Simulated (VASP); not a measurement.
# K (Fm-3m) in VASP: further runs, part 3 of 3

VASP 6.6.1. The steps go on from the part before.

**6. Single point, PBEsol**

This run uses another cell than the first one, of 52.53 Å³/atom, 1.788 times its volume.

INCAR reads:

```
PREC = Accurate
ENCUT = 520
EDIFF = 1E-7
ISMEAR = -1
SIGMA = 0.1
LREAL = False
LASPH = True
NELM = 80
ALGO = Normal
ISIF = 2
LWAVE = False
LCHARG = False
GGA = PS
NBANDS = 10
```

KPOINTS reads:

```
regular mesh
0
Gamma
  18 18 18
```

POSCAR reads:

```
K
1.0
    0.0000000000      2.9725180465      2.9725180465
    2.9725180465      0.0000000000      2.9725180465
    2.9725180465      2.9725180465      0.0000000000
K
1
Direct
    0.0000000000      0.0000000000      0.0000000000
```

Potentials or basis: VASP PAW PBE potentials, release 64 (K_sv).

On the command line:

```sh
> cat potpaw_PBE.64/K_sv/POTCAR > POTCAR
> mpirun -np 1 vasp_std > vasp.out
```

OUTCAR:

```text
PREC = Accurate
   ENCUT = 520
   EDIFF = 1E-7
   ISMEAR = -1
   LREAL = False
   LASPH = True
   NELM = 80
   ISIF = 2
   GGA = PS

 ion  position               nearest neighbor table
   1  0.000  0.000  0.000-

  LATTYP: Found a face centered cubic cell.
 ALAT       =     5.9450360930

  Lattice vectors:

 A1 = (   0.0000000000,   2.9725180465,   2.9725180465)
 A2 = (   2.9725180465,   0.0000000000,   2.9725180465)
 A3 = (   2.9725180465,   2.9725180465,   0.0000000000)

Analysis of symmetry for initial positions (statically):
=====================================================================
 Subroutine PRICEL returns:
 Original cell was already a primitive cell.

 Routine SETGRP: Setting up the symmetry group for a
 face centered cubic supercell.

 Subroutine GETGRP returns: Found 48 space group operations
 (whereof 48 operations were pure point group operations)
 out of a pool of 48 trial point group operations.

The static configuration has the point symmetry O_h .

Analysis of symmetry for dynamics (positions and initial velocities):
[... 162 lines left out ...]

 k-point     1 :       0.0000    0.0000    0.0000
  band No.  band energies     occupation
      1     -31.1553      2.00000
      2     -14.6167      2.00000
      3     -14.6167      2.00000
      4     -14.6167      2.00000
      5      -1.9734      2.00000
      6       5.1730      0.00000
      7       5.1730      0.00000
      8       5.1730      0.00000
      9       6.7319      0.00000
     10       6.7319      0.00000
[... 287 lines left out ...]
 k-point    24 :      -0.2222    0.0556    0.0000
  band No.  band energies     occupation
      1     -31.1463      2.00000
      2     -14.7200      2.00000
      3     -14.6365      2.00000
      4     -14.6274      2.00000
      5      -1.0630      2.00000
      6       3.7053      0.00000
      7       5.1348      0.00000
      8       5.3672      0.00000
      9       6.3203      0.00000
     10       6.8069      0.00000

 [... further k-points ...]

------------------------ aborting loop because EDIFF is reached ----------------------------------------

  FORCE on cell =-STRESS in cart. coord.  units (eV):
  Direction    XX          YY          ZZ          XY          YZ          ZX
  --------------------------------------------------------------------------------------
  -------------------------------------------------------------------------------------
  Total        0.6430745      0.6430745      0.6430745     -0.0000000     -0.0000000      0.0000000
  in kB       19.6140985     19.6140985     19.6140985     -0.0000000     -0.0000000      0.0000000
  external PRESSURE =      19.6140985 kB  Pullay stress =       0.0000000 kB

 VOLUME and BASIS-vectors are now :
 -----------------------------------------------------------------------------
  energy-cutoff  :      520.00
  volume of cell :       52.53
      direct lattice vectors                 reciprocal lattice vectors
     0.000000000  2.972518046  2.972518046    -0.168207557  0.168207557  0.168207557
     2.972518046  0.000000000  2.972518046     0.168207557 -0.168207557  0.168207557
     2.972518046  2.972518046  0.000000000     0.168207557  0.168207557 -0.168207557

 POSITION                                       TOTAL-FORCE (eV/Angst)
 -----------------------------------------------------------------------------------
      0.00000      0.00000      0.00000         0.000000      0.000000      0.000000
 -----------------------------------------------------------------------------------
    total drift:                                0.000000      0.000000     -0.000000

  FREE ENERGIE OF THE ION-ELECTRON SYSTEM (eV)
  ---------------------------------------------------
  free  energy   TOTEN  =        -1.0550891442 eV

  energy  without entropy=       -1.0322764703  energy(sigma->0) =       -1.04368281
```

OSZICAR:

```text
N       E                     dE             d eps       ncg     rms          rms(c)
DAV:   1     0.474627260610E+02    0.47463E+02   -0.38183E+03  3900   0.724E+02
DAV:   2     0.498451831103E+00   -0.46964E+02   -0.46154E+02  4160   0.202E+02
DAV:   3    -0.100230521518E+01   -0.15008E+01   -0.14920E+01  5768   0.285E+01
DAV:   4    -0.105875993749E+01   -0.56455E-01   -0.56251E-01  5170   0.468E+00
DAV:   5    -0.106065380131E+01   -0.18939E-02   -0.18934E-02  5862   0.619E-01    0.305E+00
DAV:   6    -0.105605233684E+01    0.46015E-02   -0.74129E-03  4970   0.662E-01    0.201E+00
DAV:   7    -0.105519536695E+01    0.85697E-03   -0.11712E-02  4846   0.752E-01    0.142E-01
DAV:   8    -0.105508400164E+01    0.11137E-03   -0.17300E-03  5334   0.416E-01    0.453E-02
DAV:   9    -0.105508809077E+01   -0.40891E-05   -0.22680E-05  4888   0.388E-02    0.188E-02
DAV:  10    -0.105508961451E+01   -0.15237E-05   -0.10259E-05  5266   0.258E-02    0.415E-03
DAV:  11    -0.105508931983E+01    0.29468E-06   -0.15347E-07  4600   0.450E-03    0.415E-03
DAV:  12    -0.105508916934E+01    0.15049E-06   -0.40677E-08  2850   0.152E-03    0.145E-04
DAV:  13    -0.105508914421E+01    0.25132E-07   -0.73105E-09  2698   0.664E-04
   1 F= -.10550891E+01 E0= -.10436828E+01  d E =-.228127E-01
```

stdout:

```text
POSCAR found type information on POSCAR K
 POSCAR found :  1 types and       1 ions
 scaLAPACK will be used
 -----------------------------------------------------------------------------
|                                                                             |
|                                                                             |
|     You enforced a specific xc type in the INCAR file but a different       |
|     I HOPE YOU KNOW WHAT YOU ARE DOING!                                     |
|                                                                             |
 -----------------------------------------------------------------------------

 LDA part: xc-table for (Slater+PW92), standard interpolation
 POSCAR, INCAR and KPOINTS ok, starting setup
 FFT: planning ... GRIDC
 FFT: planning ... GRID_SOFT
 FFT: planning ... GRID
 WAVECAR not read
 entering main loop
```

Wall time 1.7 min (1 thread of Oxide Virtual Turin-like, shared host); peak memory 0.21 GiB.

What came out:

* Free energy: -1.0551 eV
* Pressure: 2.0 GPa

Caveat: the PAW data sets were made with another functional, which shifts forces and pressure a little.

**7. Summary**

```tsv
cell	gap on the mesh (eV)	pressure (GPa)
a = 3.463 Å, angles 60.0°, 1 atom	none	15.0
a = 3.647 Å, angles 60.0°, 1 atom	none	10.0
a = 3.789 Å, angles 60.0°, 1 atom	none	7.0
a = 3.988 Å, angles 60.0°, 1 atom	none	4.0
a = 4.204 Å, angles 60.0°, 1 atom	none	2.0
```

Alike in all rows: task single point; level PBEsol; potentials or basis VASP PAW PBE potentials, release 64 (K_sv); no spin polarisation; k mesh 18 × 18 × 18; cutoff (eV) 520; smearing fermi-dirac 0.1 eV.

Caveats: the PAW data sets were made with another functional, which shifts forces and pressure a little.

Total energies depend on the potentials used, so only differences within one code and one set of settings carry meaning.
